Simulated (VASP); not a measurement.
Write the native input for VASP 6.6.1 that does the following.

```
Task                   : single point
Functional             : r2SCAN
Potentials or basis    : VASP PAW PBE potentials, release 64 (Si, C)
Cutoff                 : 520 eV
k mesh                 : 3 × 3 × 4
Occupations            : fermi-dirac, width 0.086 eV
Spin                   : no spin polarisation
Dipole correction      : no
Further INCAR settings : LREAL = Auto; ALGO = Normal; EDIFF = 1e-06; NBANDS = 46
```

The system is SiC.

```
Si C
1.0
     6.15071    0.00000    0.00000
    -3.07536    5.32667    0.00000
     0.00000    0.00000    5.04811
Si C
8 8
Direct
  0.14733 0.32072 0.01048
  0.33232 0.17515 0.49887
  0.19116 0.83681 0.98794
  0.34579 0.66842 0.49641
  0.64332 0.31501 0.00910
  0.82643 0.18001 0.50099
  0.66932 0.83087 0.99713
  0.84685 0.67396 0.49498
  0.15700 0.32643 0.37617
  0.32044 0.16332 0.86818
  0.18769 0.84256 0.36792
  0.33846 0.65436 0.87382
  0.65920 0.34020 0.37887
  0.81005 0.16234 0.87573
  0.67653 0.84354 0.38476
  0.84477 0.66504 0.87975
```

The input as run:

POSCAR

```
SiC
1.0
    6.1507125031      0.0000000001      0.0000000000
   -3.0753562516      5.3266732790      0.0000000000
    0.0000000000      0.0000000000      5.0481081077
Si C
8 8
Direct
    0.1473302421      0.3207225055      0.0104769943
    0.3323153286      0.1751459027      0.4988672878
    0.1911574141      0.8368140426     -0.0120583788
    0.3457872500      0.6684207597      0.4964081487
    0.6433168759      0.3150084325      0.0091047971
    0.8264337029      0.1800074737      0.5009904594
    0.6693206118      0.8308698071     -0.0028684013
    0.8468482709      0.6739551709      0.4949846451
    0.1569977810      0.3264279427      0.3761716190
    0.3204383836      0.1633220125      0.8681785149
    0.1876855913      0.8425645360      0.3679190224
    0.3384588861      0.6543555081      0.8738230057
    0.6592031947      0.3402042710      0.3788690652
    0.8100510579      0.1623373454      0.8757278778
    0.6765280559      0.8435437588      0.3847607774
    0.8447685582      0.6650375975      0.8797519596
```

INCAR.step1

```
SYSTEM = SiC
PREC     = Accurate       ! precision mode
ENCUT    = 520            ! plane-wave cutoff, eV
ISMEAR   = -1             ! smearing method
SIGMA    = 0.086          ! smearing width, eV
LREAL    = Auto         
LASPH    = .True.         ! aspherical terms in the spheres
NELM     = 80             ! most SCF steps
NBANDS   = 46             ! bands
GGA      = PE             ! functional
ALGO     = Normal         ! electronic algorithm
EDIFF    = 1E-4           ! SCF threshold, eV
LWAVE    = .True.         ! write WAVECAR
LCHARG   = .False.        ! write CHGCAR
```

INCAR.step2

```
SYSTEM = SiC
PREC     = Accurate       ! precision mode
ENCUT    = 520            ! plane-wave cutoff, eV
EDIFF    = 1E-6           ! SCF threshold, eV
ISMEAR   = -1             ! smearing method
SIGMA    = 0.086          ! smearing width, eV
LREAL    = Auto         
LASPH    = .True.         ! aspherical terms in the spheres
NELM     = 80             ! most SCF steps
ALGO     = Normal         ! electronic algorithm
ISIF     = 2              ! what is computed and relaxed
LWAVE    = .False.        ! write WAVECAR
LCHARG   = .False.        ! write CHGCAR
METAGGA  = R2SCAN         ! meta-GGA
LMIXTAU  = .True.       
NBANDS   = 46             ! bands
ISTART   = 1
```

KPOINTS

```
Automatic mesh
0
Gamma
  3 3 4
  0 0 0
```

Potentials or basis: VASP PAW PBE potentials, release 64 (Si, C).

Command:

```sh
$ cat potpaw_PBE.64/Si/POTCAR potpaw_PBE.64/C/POTCAR > POTCAR
$ cp INCAR.step1 INCAR
$ mpirun -np 1 vasp_std > vasp.out
$ cp INCAR.step2 INCAR
$ mpirun -np 1 vasp_std > vasp.out
```

It gave:

```yaml
Pressure: 0.1 GPa
Largest_force: 2.842 eV/Å
Band_gap_on_the_k_mesh: 2.46 eV
```

Caveat: the atoms stand as in a frame of molecular dynamics; the PAW data sets were made with another functional, which shifts forces and pressure a little; an odd mesh through Γ misses points on the zone boundary, where band edges can lie.

Wall time 23 min on 1 thread of Intel Xeon 8259CL (shared host), peak memory 0.34 GiB.
